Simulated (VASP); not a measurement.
# Cd (I4/mmm) in VASP: a series of runs

The runs below take Cd through single point, with PBE.

All numbers are computed with VASP 6.6.1; they aren't measurements. Logs are shortened: lines on timing, memory, paths and dates and some standing lists are left out, and cuts for length are marked.

## Step 1: The cell of the first run

It takes space group I4/mmm (No. 139, tetragonal). The conventional cell has a = 3.188 Å, b = 3.188 Å, c = 4.568 Å, α = 90.00°, β = 90.00°, γ = 90.00°. Cd (site symmetry 4/mmm) has 12 Cd at 3.19 to 3.21 Å within 4.2 Å.

This isn't the form of Cd at room conditions, which is hcp.

## Step 2: Single point, PBE (normal strain along x +0.0000, normal strain along y +0.0133)

The input, INCAR:

```
SYSTEM = Cd
PREC = Accurate
ENCUT = 520
EDIFF = 1E-6
ISMEAR = 0
SIGMA = 0.15
LREAL = .False.
LASPH = .True.
NELM = 60
ALGO = Fast
ISIF = 2
LWAVE = .False.
LCHARG = .False.
GGA = PE
NBANDS = 12
```

The input, KPOINTS:

```
Automatic mesh
0
Gamma
  18 18 18
  0 0 0
```

The input, POSCAR:

```
Cd
1.0
    0.0000000000      2.2841337375      2.2541534960
    2.2541534960      0.0000000000      2.2541534960
    2.2541534960      2.2841337375      0.0000000000
Cd
1
Direct
    0.0000000000      0.0000000000      0.0000000000
```

Potentials or basis: VASP PAW PBE potentials, release 64 (Cd).

The run is started by

```
cat potpaw_PBE.64/Cd/POTCAR > POTCAR
mpirun -np 1 vasp_std > vasp.out
```

OUTCAR:

```text
SYSTEM = Cd
   PREC = Accurate
   ENCUT = 520
   EDIFF = 1E-6
   ISMEAR = 0
   LREAL = .False.
   LASPH = .True.
   NELM = 60
   ISIF = 2
   GGA = PE

 ion  position               nearest neighbor table
   1  0.000  0.000  0.000-

  LATTYP: Found a body centered tetragonal cell.
 ALAT       =     3.1878544457
 C/A-ratio  =     1.4330226028

  Lattice vectors:

 A1 = (   0.0000000000,  -2.2841337375,   2.2541534960)
 A2 = (   0.0000000000,  -2.2841337375,  -2.2541534960)
 A3 = (   2.2541534960,   2.2841337375,   0.0000000000)

Analysis of symmetry for initial positions (statically):
=====================================================================
 Subroutine PRICEL returns:
 Original cell was already a primitive cell.

 Routine SETGRP: Setting up the symmetry group for a
 body centered tetragonal supercell.

 Subroutine GETGRP returns: Found 16 space group operations
 (whereof 16 operations were pure point group operations)
 out of a pool of 16 trial point group operations.

The static configuration has the point symmetry D_4h.

Analysis of symmetry for dynamics (positions and initial velocities):
=====================================================================
 Subroutine PRICEL returns:
 Original cell was already a primitive cell.

 Routine SETGRP: Setting up the symmetry group for a
 body centered tetragonal supercell.

 Subroutine GETGRP returns: Found 16 space group operations
 (whereof 16 operations were pure point group operations)
 out of a pool of 16 trial point group operations.

The dynamic configuration has the point symmetry D_4h.

 Subroutine INISYM returns: Found 16 space group operations
 (whereof 16 operations are pure point group operations),
 and found     1 'primitive' translations

----------------------------------------------------------------------------------------

                                     Primitive cell

  volume of cell :      23.2123

  direct lattice vectors                    reciprocal lattice vectors
     0.000000000  2.284133737  2.254153496    -0.221812756  0.218901368  0.221812756
     2.254153496  0.000000000  2.254153496     0.221812756 -0.218901368  0.221812756
     2.254153496  2.284133737  0.000000000     0.221812756  0.218901368 -0.221812756

  length of vectors
     3.209123699  3.187854446  3.209123699     0.382517459  0.382517459  0.382517459

  position of ions in fractional coordinates (direct lattice)
     0.000000000  0.000000000  0.000000000

  ion indices of the primitive-cell ions
   primitive index   ion index
                 1           1

----------------------------------------------------------------------------------------

 KPOINTS: Automatic mesh

Automatic generation of k-mesh.
 Grid dimensions read from file:
 generate k-points for:   18   18   18

 Generating k-lattice:

  Cartesian coordinates                     Fractional coordinates (reciprocal lattice)
    -0.012322931  0.012161187  0.012322931     0.055555556  0.000000000  0.000000000
     0.012322931 -0.012161187  0.012322931     0.000000000  0.055555556  0.000000000
     0.012322931  0.012161187 -0.012322931     0.000000000  0.000000000  0.055555556

  Length of vectors
     0.021250970  0.021250970  0.021250970

  Shift w.r.t. Gamma in fractional coordinates (k-lattice)
     0.000000000  0.000000000  0.000000000

 Subroutine IBZKPT returns following result:
 ===========================================

 Found    480 irreducible k-points:

 Following reciprocal coordinates:
            Coordinates               Weight
  0.000000  0.000000  0.000000      1.000000
  0.055556  0.000000  0.000000      8.000000
  0.111111  0.000000  0.000000      8.000000
  0.166667  0.000000  0.000000      8.000000
  0.222222  0.000000  0.000000      8.000000
  0.277778  0.000000  0.000000      8.000000
[... 16 lines left out ...]
 -0.277778  0.055556 -0.000000     16.000000
 -0.222222  0.055556 -0.000000     16.000000
 [... further k-points ...]
   k-points           NKPTS =    480   k-points in BZ     NKDIM =    480   number of bands    NBANDS=     12
   number of dos      NEDOS =    301   number of ions     NIONS =      1
   total plane-waves  NPLWV =  13824
   dimension x,y,z NGX =    24 NGY =   24 NGZ =   24
   dimension x,y,z NGXF=    48 NGYF=   48 NGZF=   48
   ions per type =               1
   NGX,Y,Z   is equivalent  to a cutoff of  12.43, 12.52, 12.43 a.u.
   NGXF,Y,Z  is equivalent  to a cutoff of  24.87, 25.03, 24.87 a.u.
 SYSTEM =  Cd
   PREC   = accura    normal or accurate (medium, high low for compatibility)
   ISTART =      0    job   : 0-new  1-cont  2-samecut
   ICHARG =      2    charge: 1-file 2-atom 10-const
   ISPIN  =      1    spin polarized calculation?
   LNONCOLLINEAR =      F non collinear calculations
   LSORBIT =      F    spin-orbit coupling
   LASPH  =      T    aspherical Exc in radial PAW
   ENCUT  =  520.0 eV  38.22 Ry    6.18 a.u.   5.97  5.93  5.97*2*pi/ulx,y,z
   NELM   =     60;   NELMIN=  2; NELMDL= -5     # of ELM steps
   EDIFF  = 0.1E-05   stopping-criterion for ELM
   LREAL  =      F    real-space projection
   EDIFFG = 0.1E-04   stopping-criterion for IOM
   NSW    =      0    number of steps for IOM
   IBRION =     -1    ionic relax: 0-MD 1-quasi-New 2-CG
   NFREE  =      0    steps in history (QN), initial steepest desc. (CG)
   ISIF   =      2    stress and relaxation
   ISYM   =      2    0-nonsym 1-usesym 2-fastsym
   POTIM  = 0.5000    time-step for ionic-motion
   TEBEG  =    0.0;   TEEND  =   0.0 temperature during run
   PSTRESS=    0.0 pullay stress
   NELECT =      12.0000    total number of electrons
   NUPDOWN=      -1.0000    fix difference up-down
   EMIN   =  10.00;   EMAX   =-10.00  energy-range for DOS
   EFERMI =   0.00;   METHOD = LEGACY
   ISMEAR =     0;   SIGMA  =   0.15  broadening in eV -4-tet -1-fermi 0-gaus
   EFERMI_NEDOS =   21; number of points for ismear=-14 and -15
   IALGO  =     68    algorithm
   IMIX   =      4    mixing-type and parameters
     AMIX     =   0.40;   BMIX     =  1.00
     AMIX_MAG =   1.60;   BMIX_MAG =  1.00
  volume/ion in A,a.u.               =      23.21       156.64
  Fermi-wavevector in a.u.,A,eV,Ry     =   1.313900  2.482912 23.488200  1.726334
  Thomas-Fermi vector in A             =   2.444191
   LORBIT       =      0    0 simple, 1 ext, 2 COOP (PROOUT), +10 PAW based schemes
   GGA     = PE    functional components
   LHFCALC =     F    Hartree Fock is set to
   AEXX    =    0.0000 exact exchange contribution
   IVDW    =     0    specifies the selected vdW correction
   LEPSILON=     F    determine dielectric tensor
   LRPA    =     F    only Hartree local field effects (RPA)
 non-spin polarized calculation
 RMM-DIIS sequential band-by-band and
 Gauss-broadening in eV      SIGMA  =   0.15
  energy-cutoff  :      520.00
  volume of cell :       23.21
 maximum number of plane-waves:       636
   NGX = 11   NGY = 11   NGZ = 11

 number of electron      11.9999994 magnetization

 Free energy of the ion-electron system (eV)
  ---------------------------------------------------
  ext. energy  EPLUGINS =         0.00000000
  ---------------------------------------------------
  free energy    TOTEN  =        -0.74134303 eV

  energy without entropy =       -0.73706355  energy(sigma->0) =       -0.73920329

 E-fermi :   2.3521     XC(G=0): -10.6648

 val. band max:        2.3191029644   @ k =   0.4444  -0.3889   0.1111
 cond. band min:       2.3557894341   @ k =   0.1111   0.5000   0.0556
 fundamental gap:      0.0366864697
 Fermi energy:         2.3520940990

 k-point     1 :       0.0000    0.0000    0.0000
  band No.  band energies     occupation
      1      -6.6011      2.00000
      2      -6.5624      2.00000
      3      -6.5624      2.00000
      4      -6.1972      2.00000
      5      -6.1624      2.00000
      6      -5.9358      2.00000
      7      16.0826      0.00000
      8      16.7419      0.00000
      9      16.7419      0.00000
     10      16.7638      0.00000
     11      20.0219      0.00000
     12      20.0513      0.00000

 k-point     2 :       0.0556    0.0000    0.0000
  band No.  band energies     occupation
      1      -6.5971      2.00000
      2      -6.5613      2.00000
      3      -6.5508      2.00000
      4      -6.1994      2.00000
      5      -6.1657      2.00000
      6      -5.8595      2.00000
      7      15.4356      0.00000
      8      16.2678      0.00000
      9      16.6132      0.00000
     10      16.6160      0.00000
     11      20.2485      0.00000
     12      20.2772      0.00000

 k-point     3 :       0.1111    0.0000    0.0000
  band No.  band energies     occupation
      1      -6.6125      2.00000
      2      -6.5426      2.00000
      3      -6.5208      2.00000
      4      -6.2019      2.00000
      5      -6.1716      2.00000
      6      -5.6217      2.00000
      7      13.4980      0.00000
      8      16.2094      0.00000
      9      16.2943      0.00000
     10      16.3054      0.00000
     11      20.5220      0.00000
     12      20.8350      0.00000
[... 286 lines left out ...]
 k-point    23 :      -0.2778    0.0556   -0.0000
  band No.  band energies     occupation
      1      -6.8136      2.00000
      2      -6.5110      2.00000
      3      -6.4833      2.00000
      4      -6.0993      2.00000
      5      -6.0296      2.00000
      6      -3.5325      2.00000
      7       6.8559      0.00000
      8      13.4968      0.00000
      9      15.7290      0.00000
     10      16.1578      0.00000
     11      18.6312      0.00000
     12      19.0976      0.00000

 k-point    24 :      -0.2222    0.0556   -0.0000
  band No.  band energies     occupation
      1      -6.7419      2.00000
      2      -6.4920      2.00000
      3      -6.4671      2.00000
      4      -6.1792      2.00000
      5      -6.0967      2.00000
      6      -4.3283      2.00000
      7       8.7862      0.00000
      8      13.7142      0.00000
      9      16.2849      0.00000
     10      16.5744      0.00000
     11      18.9195      0.00000
     12      19.3769      0.00000

 [... further k-points ...]
[... 5 lines left out ...]
  --------------------------------------------------------------------------------------
  -------------------------------------------------------------------------------------
  Total       -0.0361505     -0.0919978     -0.0361505      0.0000000      0.0000000      0.0000000
  in kB       -2.4952032     -6.3499375     -2.4952032      0.0000000      0.0000000      0.0000000
  external PRESSURE =      -3.7801147 kB  Pullay stress =       0.0000000 kB

 VOLUME and BASIS-vectors are now :
 -----------------------------------------------------------------------------
  energy-cutoff  :      520.00
  volume of cell :       23.21
      direct lattice vectors                 reciprocal lattice vectors
     0.000000000  2.284133737  2.254153496    -0.221812756  0.218901368  0.221812756
     2.254153496  0.000000000  2.254153496     0.221812756 -0.218901368  0.221812756
     2.254153496  2.284133737  0.000000000     0.221812756  0.218901368 -0.221812756

 POSITION                                       TOTAL-FORCE (eV/Angst)
 -----------------------------------------------------------------------------------
      0.00000      0.00000      0.00000         0.000000      0.000000     -0.000000
 -----------------------------------------------------------------------------------
    total drift:                                0.000000      0.000000     -0.000000

  FREE ENERGIE OF THE ION-ELECTRON SYSTEM (eV)
  ---------------------------------------------------
  free  energy   TOTEN  =        -0.7413430341 eV

  energy  without entropy=       -0.7370635454  energy(sigma->0) =       -0.73920329
```

Run time: 25 s. Hardware: 1 thread of Intel Xeon 6975P-C (Granite Rapids), shared host; peak memory 0.23 GiB.

Results:

* Free energy: -0.7413 eV
* Pressure: -0.4 GPa
* Band gap on the k mesh: zero (bands 6 and 7 overlap by 3.03 eV)

Stress tensor (GPa, compression positive):
```
-0.25  0.00  0.00
 0.00 -0.63  0.00
 0.00  0.00 -0.25
```

Caveat: the cell differs from its parent crystal (normal strain along x +0.0000, normal strain along y +0.0133).

## Step 3: Single point, PBE (normal strain along x +0.0133, normal strain along y +0.0133)

The input, INCAR:

```
SYSTEM = Cd
PREC = Accurate
ENCUT = 520
EDIFF = 1E-7
ISMEAR = 0
SIGMA = 0.15
LREAL = .FALSE.
LASPH = .TRUE.
NELM = 80
ALGO = Normal
ISIF = 2
LWAVE = .FALSE.
LCHARG = .FALSE.
GGA = PE
NBANDS = 12
```

The input, KPOINTS:

```
Automatic mesh
0
G
  18 18 18
  0 0 0
```

The input, POSCAR:

```
Cd
1.0
    0.0000000000      2.2841337375      2.2541534960
    2.2841337375      0.0000000000      2.2541534960
    2.2841337375      2.2841337375      0.0000000000
Cd
1
Direct
    0.0000000000      0.0000000000      0.0000000000
```

Potentials or basis: VASP PAW PBE potentials, release 64 (Cd).

The run is started by

```
cat potpaw_PBE.64/Cd/POTCAR > POTCAR
mpirun -np 1 vasp_std > vasp.out
```

Wall time 25 s (1 thread of Intel Xeon 6975P-C (Granite Rapids), shared host); peak memory 0.24 GiB.

The run converged. Its results:

```
Free energy            : -0.7401 eV
Pressure               : -0.9 GPa
Band gap on the k mesh : zero (bands 6 and 7 overlap by 3.06 eV)
```

Stress tensor (GPa, compression positive):
```
-1.04  0.00  0.00
 0.00 -1.04  0.00
 0.00  0.00 -0.70
```

Levels at points of the mesh, in eV from the Fermi level:
```csv
k point,band 2,band 3,band 4,band 5,band 6,band 7,band 8,band 9,band 10,band 11
"(0.00, 0.00, 0.00)",-8.91,-8.87,-8.53,-8.50,-8.20,13.68,14.25,14.27,14.27,17.51
"(0.50, 0.00, 0.00)",-8.91,-8.88,-8.20,-8.19,-1.98,-1.38,11.79,12.04,12.85,15.63
"(0.50, 0.50, 0.00)",-9.36,-8.21,-8.11,-8.11,-0.45,1.34,6.46,6.46,10.39,10.48
"(0.50, 0.00, 0.50)",-9.36,-8.21,-8.12,-8.10,-0.62,1.08,6.63,6.68,10.62,10.66
```

Caveat: the cell differs from its parent crystal (normal strain along x +0.0133, normal strain along y +0.0133).
